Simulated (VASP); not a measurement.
# NaRuS2 (R-3m) in VASP: notebook

NaRuS2 is run at these levels: PBE+U; tasks: single point.

Program: VASP 6.6.1. These are calculated values, not measurements. Logs are shortened: lines on timing, memory, paths and dates and some standing lists are left out, and cuts for length are marked.

### Step 1. The cell of the first run

It takes space group R-3m (No. 166, trigonal). The conventional cell has a = 3.711 Å, b = 3.711 Å, c = 20.208 Å, α = 90.00°, β = 90.00°, γ = 120.00°. Na (site symmetry -3m) has 6 S at 2.95 Å and 6 Na at 3.71 Å and 6 Ru at 3.99 Å within 4.0 Å. Ru (site symmetry -3m) has 6 S at 2.53 Å within 3.3 Å. Within 3.3 Å of S (site symmetry 3m) lie 3 Ru at 2.53 Å and 3 Na at 2.95 Å.

### Step 2. Single point, PBE+U, collinear spin, ferromagnetic start

File INCAR:

```
ALGO = Normal
EDIFF = 1E-7
ENCUT = 520
GGA = PE
ISIF = 2
ISMEAR = 0
ISPIN = 2
LASPH = True
LCHARG = True
LDAU = True
LDAUJ = 0 0 0
LDAUL = -1 2 -1
LDAUPRINT = 1
LDAUTYPE = 2
LDAUU = 0 3 0
LELF = True
LMAXMIX = 4
LORBIT = 11
LREAL = False
LVHAR = True
LWAVE = False
MAGMOM = 0 5 0 0
NBANDS = 28
NELM = 150
PREC = Accurate
SIGMA = 0.05
```

File KPOINTS:

```
k-points
0
Gamma
  6 6 6
```

File POSCAR:

```
NaRuS2
1.0
    1.8554806500      1.0712622500      6.7361027900
   -1.8554806500      1.0712622500      6.7361027900
    0.0000000000     -2.1425245000      6.7361027900
Na Ru S
1 1 2
Direct
    0.5000000000      0.5000000000      0.5000000000
    0.0000000000      0.0000000000      0.0000000000
    0.2667000000      0.2667000000      0.2667000000
    0.7333000000      0.7333000000      0.7333000000
```

Potentials or basis: VASP PAW PBE potentials, release 64 (Na_pv, Ru_pv, S).

Started as:

```
$ cat potpaw_PBE.64/Na_pv/POTCAR potpaw_PBE.64/Ru_pv/POTCAR potpaw_PBE.64/S/POTCAR > POTCAR
$ mpirun -np 1 vasp_std > vasp.out
```

OUTCAR:

```text
EDIFF = 1E-7
   ENCUT = 520
   GGA = PE
   ISIF = 2
   ISMEAR = 0
   ISPIN = 2
   LASPH = True
   LORBIT = 11
   LREAL = False
   NELM = 150
   PREC = Accurate

 ion  position               nearest neighbor table
   1  0.500  0.500  0.500-
   2  0.000  0.000  0.000-   4 2.53   3 2.53   4 2.53   4 2.53   3 2.53   3 2.53
   3  0.267  0.267  0.267-   2 2.53   2 2.53   2 2.53
   4  0.733  0.733  0.733-   2 2.53   2 2.53   2 2.53

  LATTYP: Found a trigonal (rhomboedric) cell.
 ALAT       =     7.0686273100
 COS(alpha) =     0.8621925538

  Lattice vectors:

 A1 = (   1.8554806500,   1.0712622500,   6.7361027900)
 A2 = (  -1.8554806500,   1.0712622500,   6.7361027900)
 A3 = (   0.0000000000,  -2.1425245000,   6.7361027900)

Analysis of symmetry for initial positions (statically):
=====================================================================
 Subroutine PRICEL returns:
 Original cell was already a primitive cell.

 Routine SETGRP: Setting up the symmetry group for a
 trigonal (rhombohedral) supercell.

 Subroutine GETGRP returns: Found 12 space group operations
 (whereof 12 operations were pure point group operations)
 out of a pool of 12 trial point group operations.

The static configuration has the point symmetry D_3d.

Analysis of symmetry for dynamics (positions and initial velocities):
=====================================================================
 Subroutine PRICEL returns:
 Original cell was already a primitive cell.

 Routine SETGRP: Setting up the symmetry group for a
 trigonal (rhombohedral) supercell.

 Subroutine GETGRP returns: Found 12 space group operations
 (whereof 12 operations were pure point group operations)
 out of a pool of 12 trial point group operations.

The dynamic configuration has the point symmetry D_3d.

Analysis of structural, dynamic, and magnetic symmetry:
=====================================================================
 Subroutine PRICEL returns:
 Original cell was already a primitive cell.

 Routine SETGRP: Setting up the symmetry group for a
 trigonal (rhombohedral) supercell.

 Subroutine GETGRP returns: Found 12 space group operations
 (whereof 12 operations were pure point group operations)
 out of a pool of 12 trial point group operations.

The overall configuration has the point symmetry D_3d.

 Subroutine INISYM returns: Found 12 space group operations
 (whereof 12 operations are pure point group operations),
 and found     1 'primitive' translations

----------------------------------------------------------------------------------------

                                     Primitive cell

  volume of cell :      80.3364

  direct lattice vectors                    reciprocal lattice vectors
     1.855480650  1.071262250  6.736102790     0.269471956  0.155579707  0.049484597
    -1.855480650  1.071262250  6.736102790    -0.269471956  0.155579707  0.049484597
     0.000000000 -2.142524500  6.736102790     0.000000000 -0.311159413  0.049484597

  length of vectors
     7.068627310  7.068627310  7.068627309     0.315069684  0.315069684  0.315069684

  position of ions in fractional coordinates (direct lattice)
     0.500000000  0.500000000  0.500000000
     0.000000000  0.000000000  0.000000000
     0.266700000  0.266700000  0.266700000
     0.733300000  0.733300000  0.733300000

  ion indices of the primitive-cell ions
   primitive index   ion index
                 1           1
                 2           2
                 3           3
                 4           4

[... 79 lines left out ...]
   POTIM  = 0.5000    time-step for ionic-motion
   TEBEG  =    0.0;   TEEND  =   0.0 temperature during run
   PSTRESS=    0.0 pullay stress
   NELECT =      33.0000    total number of electrons
   NUPDOWN=      -1.0000    fix difference up-down
   EMIN   =  10.00;   EMAX   =-10.00  energy-range for DOS
   EFERMI =   0.00;   METHOD = LEGACY
   ISMEAR =     0;   SIGMA  =   0.05  broadening in eV -4-tet -1-fermi 0-gaus
   EFERMI_NEDOS =   21; number of points for ismear=-14 and -15
   IALGO  =     38    algorithm
   IMIX   =      4    mixing-type and parameters
     AMIX     =   0.40;   BMIX     =  1.00
     AMIX_MAG =   1.60;   BMIX_MAG =  1.00
  volume/ion in A,a.u.               =      20.08       135.53
  Fermi-wavevector in a.u.,A,eV,Ry     =   1.216958  2.299716 20.150032  1.480986
  Thomas-Fermi vector in A             =   2.352294
   LORBIT       =     11    0 simple, 1 ext, 2 COOP (PROOUT), +10 PAW based schemes
 LDA+U is selected, type is set to LDAUTYPE =  2
   angular momentum for each species LDAUL =    -1    2   -1
   U (eV)           for each species LDAUU =   0.0  3.0  0.0
   J (eV)           for each species LDAUJ =   0.0  0.0  0.0
   GGA     = PE    functional components
   LHFCALC =     F    Hartree Fock is set to
   AEXX    =    0.0000 exact exchange contribution
   IVDW    =     0    specifies the selected vdW correction
   LEPSILON=     F    determine dielectric tensor
   LRPA    =     F    only Hartree local field effects (RPA)
 spin polarized calculation
 Gauss-broadening in eV      SIGMA  =   0.05
  energy-cutoff  :      520.00
  volume of cell :       80.34
 maximum number of plane-waves:      2179
 NGX is ok and might be reduce to    54
   NGX = 27   NGY = 27   NGZ = 27

atom =   2  type =  2  l = 2

 onsite density matrix

spin component  1

  0.7195 -0.0000 -0.0000 -0.2236  0.0000
 -0.0000  0.5342  0.0000  0.0000 -0.2236
 -0.0000  0.0000  0.8637 -0.0000 -0.0000
 -0.2236  0.0000 -0.0000  0.5342  0.0000
  0.0000 -0.2236 -0.0000  0.0000  0.7195

spin component  2

  0.4792  0.0000  0.0000 -0.0849 -0.0000
  0.0000  0.4191  0.0000  0.0000 -0.0849
  0.0000  0.0000  0.7647 -0.0000 -0.0000
 -0.0849  0.0000 -0.0000  0.4191 -0.0000
 -0.0000 -0.0849 -0.0000 -0.0000  0.4792

 occupancies and eigenvectors

  o =  0.3590  v =  0.0000  0.0000  0.0000  0.0000  0.0000  0.0000  0.8166  0.0000 -0.0000  0.5772      0.0000  0.0000  0.0000  0.0000  0.0000  0.0000  0.0000  0.0000  0.0000  0.0000
  o =  0.3590  v =  0.0000  0.0000  0.0000  0.0000  0.0000 -0.5772  0.0000  0.0000 -0.8166 -0.0000      0.0000  0.0000  0.0000  0.0000  0.0000  0.0000  0.0000  0.0000  0.0000  0.0000
  o =  0.3848  v =  0.0000  0.8315  0.0000  0.0000  0.5555  0.0000  0.0000  0.0000  0.0000  0.0000      0.0000  0.0000  0.0000  0.0000  0.0000  0.0000  0.0000  0.0000  0.0000  0.0000
  o =  0.3848  v =  0.5555  0.0000  0.0000  0.8315 -0.0000  0.0000  0.0000  0.0000  0.0000  0.0000      0.0000  0.0000  0.0000  0.0000  0.0000  0.0000  0.0000  0.0000  0.0000  0.0000
  o =  0.5392  v =  0.0000  0.0000  0.0000  0.0000  0.0000  0.0000 -0.5772  0.0000 -0.0000  0.8166      0.0000  0.0000  0.0000  0.0000  0.0000  0.0000  0.0000  0.0000  0.0000  0.0000
  o =  0.5392  v =  0.0000  0.0000  0.0000  0.0000  0.0000 -0.8166  0.0000 -0.0000  0.5772  0.0000      0.0000  0.0000  0.0000  0.0000  0.0000  0.0000  0.0000  0.0000  0.0000  0.0000
  o =  0.7647  v =  0.0000  0.0000  0.0000  0.0000  0.0000  0.0000  0.0000  1.0000  0.0000 -0.0000      0.0000  0.0000  0.0000  0.0000  0.0000  0.0000  0.0000  0.0000  0.0000  0.0000
  o =  0.8637  v =  0.0000  0.0000 -1.0000  0.0000 -0.0000  0.0000  0.0000  0.0000  0.0000  0.0000      0.0000  0.0000  0.0000  0.0000  0.0000  0.0000  0.0000  0.0000  0.0000  0.0000
  o =  0.8689  v =  0.0000  0.5555  0.0000  0.0000 -0.8315  0.0000  0.0000  0.0000  0.0000  0.0000      0.0000  0.0000  0.0000  0.0000  0.0000  0.0000  0.0000  0.0000  0.0000  0.0000
  o =  0.8689  v = -0.8315  0.0000  0.0000  0.5555 -0.0000  0.0000  0.0000  0.0000  0.0000  0.0000      0.0000  0.0000  0.0000  0.0000  0.0000  0.0000  0.0000  0.0000  0.0000  0.0000

 number of electron      32.9999992 magnetization       1.0000152

 Free energy of the ion-electron system (eV)
  ---------------------------------------------------
  ext. energy  EPLUGINS =         0.00000000
  ---------------------------------------------------
  free energy    TOTEN  =       -17.68717347 eV

  energy without entropy =      -17.68146761  energy(sigma->0) =      -17.68432054

 E-fermi :   4.4485     XC(G=0):  -9.6361

 val. band max:        4.4392949502   @ k =  -0.3333   0.5000   0.3333
 cond. band min:       4.4815975536   @ k =   0.5000   0.5000   0.1667
 fundamental gap:      0.0423026035
 Fermi energy:         4.4484910813

 spin component 1

 k-point     1 :       0.0000    0.0000    0.0000
  band No.  band energies     occupation
      1     -38.2038      1.00000
      2     -38.2038      1.00000
      3     -37.9184      1.00000
      4     -19.4040      1.00000
      5     -19.4040      1.00000
      6     -19.4004      1.00000
[... 1481 lines left out ...]
     27      15.0993      0.00000
     28      16.6441      0.00000

 [... further k-points ...]

------------------------ aborting loop because EDIFF is reached ----------------------------------------

  FORCE on cell =-STRESS in cart. coord.  units (eV):
  Direction    XX          YY          ZZ          XY          YZ          ZX
  --------------------------------------------------------------------------------------
  -------------------------------------------------------------------------------------
  Total       -3.9434988     -3.9434988     -4.3456662      0.0000000      0.0000000     -0.0000000
  in kB      -78.6466285    -78.6466281    -86.6671985      0.0000000      0.0000000     -0.0000000
  external PRESSURE =     -81.3201517 kB  Pullay stress =       0.0000000 kB

 VOLUME and BASIS-vectors are now :
 -----------------------------------------------------------------------------
  energy-cutoff  :      520.00
  volume of cell :       80.34
      direct lattice vectors                 reciprocal lattice vectors
     1.855480650  1.071262250  6.736102790     0.269471956  0.155579707  0.049484597
    -1.855480650  1.071262250  6.736102790    -0.269471956  0.155579707  0.049484597
     0.000000000 -2.142524500  6.736102790     0.000000000 -0.311159413  0.049484597

 POSITION                                       TOTAL-FORCE (eV/Angst)
 -----------------------------------------------------------------------------------
      0.00000      0.00000     10.10415         0.000000      0.000000     -0.000000
      0.00000      0.00000      0.00000        -0.000000      0.000000     -0.000000
      0.00000      0.00000      5.38956        -0.000000      0.000000      1.049983
      0.00000      0.00000     14.81875        -0.000000     -0.000000     -1.049983
 -----------------------------------------------------------------------------------
    total drift:                                0.000000      0.000000     -0.000000

  FREE ENERGIE OF THE ION-ELECTRON SYSTEM (eV)
  ---------------------------------------------------
  free  energy   TOTEN  =       -17.6871734725 eV

  energy  without entropy=      -17.6814676080  energy(sigma->0) =      -17.68432054

 total charge

# of ion       s       p       d       tot
------------------------------------------
    1        0.048   5.974   0.000   6.023
    2        0.268   6.179   5.888  12.335
    3        1.327   2.346   0.000   3.673
    4        1.327   2.346   0.000   3.673
--------------------------------------------------
tot          2.970  16.846   5.888  25.704

 magnetization (x)

# of ion       s       p       d       tot
------------------------------------------
    1        0.001   0.001   0.000   0.002
    2        0.006   0.014   0.807   0.826
    3        0.001   0.051   0.000   0.052
    4        0.001   0.051   0.000   0.052
--------------------------------------------------
tot          0.009   0.116   0.807   0.932
```

It took 12 min on 1 thread of Intel Xeon Platinum 8259CL at 2.50GHz (Skylake/Cascade Lake), shared host; peak memory 0.59 GiB.

What came out:

```
Free energy                                           : -17.6872 eV
Pressure                                              : -8.1 GPa
Largest force                                         : 1.050 eV/Å
Band gap on the k mesh                                : zero (filled and empty bands overlap)
Net moment                                            : 1.00 μB per cell
Site moments                                          : Na +0.00; Ru +0.83; S +0.05 μB
Valence electrons inside the program's atomic spheres : Na 6.02; Ru 12.34; S 3.67
```

Forces on the atoms (eV/Å):
```
Na   0.000  0.000  0.000
Ru   0.000  0.000  0.000
S    0.000  0.000  1.050
S    0.000  0.000 -1.050
```

Stress tensor (GPa, compression positive):
```
-7.86  0.00  0.00
 0.00 -7.86  0.00
 0.00  0.00 -8.67
```

Levels at points of the mesh, in eV from the Fermi level:
Spin up:
| k point | band 13 | band 14 | band 15 | band 16 | band 17 | band 18 | band 19 | band 20 | band 21 | band 22 |
| --- | --- | --- | --- | --- | --- | --- | --- | --- | --- | --- |
| (0.00, 0.00, 0.00) | -2.16 | -1.34 | -1.26 | -0.88 | -0.88 | 2.27 | 2.27 | 3.00 | 5.02 | 7.57 |
| (0.50, 0.00, 0.00) | -2.49 | -2.11 | -1.81 | -1.76 | -1.33 | 2.01 | 2.17 | 5.40 | 5.61 | 5.72 |
| (0.50, 0.50, 0.00) | -2.24 | -2.15 | -1.83 | -1.81 | -1.35 | 2.27 | 2.46 | 3.96 | 4.25 | 6.52 |
| (0.50, 0.50, 0.50) | -2.16 | -2.16 | -0.94 | -0.94 | -0.88 | 2.33 | 2.33 | 4.69 | 5.19 | 5.52 |
Spin down:
```csv
k point,band 12,band 13,band 14,band 15,band 16,band 17,band 18,band 19,band 20,band 21
"(0.00, 0.00, 0.00)",-1.28,-0.80,-0.80,-0.80,-0.80,-0.70,2.59,2.59,3.07,5.05
"(0.50, 0.00, 0.00)",-3.34,-2.42,-2.04,-1.11,-0.14,-0.09,2.35,2.49,5.61,5.63
"(0.50, 0.50, 0.00)",-3.19,-2.17,-2.08,-1.19,-0.14,-0.13,2.60,2.80,4.07,4.29
"(0.50, 0.50, 0.50)",-2.57,-0.86,-0.86,-0.80,-0.80,-0.36,2.66,2.66,4.73,5.23
```

Eigenvalues of the final occupation matrices:
```tsv
site	spin	trace	eigenvalues
site 2 d	1	3.37	0.38 0.38 0.86 0.87 0.87
site 2 d	2	2.56	0.36 0.36 0.54 0.54 0.76
```

Caveat: the cell stands under tension; forces of over 1 eV/Å act on the atoms, so gaps and moduli don't describe the material at rest.

### Step 3. Single point, PBE+U, collinear spin, ferromagnetic start

File INCAR:

```
PREC = Accurate
ENCUT = 520
EDIFF = 1E-7
ISMEAR = 0
SIGMA = 0.05
LREAL = False
LASPH = True
NELM = 150
ALGO = Normal
ISIF = 2
LWAVE = False
LCHARG = False
ISPIN = 2
MAGMOM = 0.01 0.88 0.03 0.03
LORBIT = 11
LMAXMIX = 4
LDAU = True
LDAUTYPE = 2
LDAUL = -1 2 -1
LDAUU = 0 3 0
LDAUJ = 0 0 0
LDAUPRINT = 1
GGA = PE
NBANDS = 28
```

File KPOINTS:

```
Automatic mesh
0
Gamma
  6 6 6
```

POSCAR is that of step 2.

Potentials or basis: VASP PAW PBE potentials, release 64 (Na_pv, Ru_pv, S).

Started as:

```
$ cat potpaw_PBE.64/Na_pv/POTCAR potpaw_PBE.64/Ru_pv/POTCAR potpaw_PBE.64/S/POTCAR > POTCAR
$ mpirun -np 1 vasp_std > vasp.out
```

It took 10 min on 1 thread of Intel Xeon Platinum 8259CL at 2.50GHz (Skylake/Cascade Lake), shared host; peak memory 0.59 GiB.

It converged, with:

```
Free energy                                           : -18.0109 eV
Pressure                                              : -6.6 GPa
Largest force                                         : 0.861 eV/Å
Band gap on the k mesh                                : 1.11 eV (least direct gap 1.29 eV)
Net moment                                            : 1.00 μB per cell
Site moments                                          : Na +0.00; Ru +1.00; S -0.02 μB
Valence electrons inside the program's atomic spheres : Na 6.02; Ru 12.31; S 3.69
```

Forces on the atoms (eV/Å):
```
Na   0.000  0.000  0.000
Ru   0.000  0.000  0.000
S    0.000  0.000  0.861
S    0.000  0.000 -0.861
```

Stress tensor (GPa, compression positive):
```
-6.05  0.00  0.00
 0.00 -6.05  0.00
 0.00  0.00 -7.65
```

Levels at points of the mesh, in eV from the valence-band top:
Spin up:
```tsv
k point	band 14	band 15	band 16	band 17	band 18	band 19	band 20	band 21
(0.00, 0.00, 0.00)	-1.77	-0.95	-0.46	-0.46	2.59	2.59	3.31	5.26
(0.50, 0.00, 0.00)	-2.09	-1.70	-1.21	-1.02	2.16	2.38	5.72	5.88
(0.50, 0.50, 0.00)	-1.86	-1.74	-1.21	-1.11	2.49	2.63	4.25	4.57
(0.50, 0.50, 0.50)	-1.84	-1.31	-0.51	-0.51	2.66	2.66	5.04	5.45
```
Spin down:
```csv
k point,band 12,band 13,band 14,band 15,band 16,band 17,band 18,band 19,band 20,band 21
"(0.00, 0.00, 0.00)",-1.51,-1.51,-0.95,-0.50,-0.50,1.26,2.97,2.97,3.42,5.38
"(0.50, 0.00, 0.00)",-2.99,-2.08,-1.72,-0.89,-0.52,1.27,2.67,2.80,5.90,5.93
"(0.50, 0.50, 0.00)",-2.67,-1.84,-1.76,-1.04,-0.52,1.26,2.78,3.22,4.42,4.60
"(0.50, 0.50, 0.50)",-2.24,-1.50,-1.50,-0.55,-0.55,1.52,3.04,3.04,5.06,5.56
```

Eigenvalues of the final occupation matrices:
| site | spin | trace | eigenvalues |
| --- | --- | --- | --- |
| site 2 d | 1 | 3.44 | 0.41 0.41 0.86 0.86 0.88 |
| site 2 d | 2 | 2.46 | 0.08 0.35 0.35 0.84 0.84 |

Caveat: the cell stands under tension.
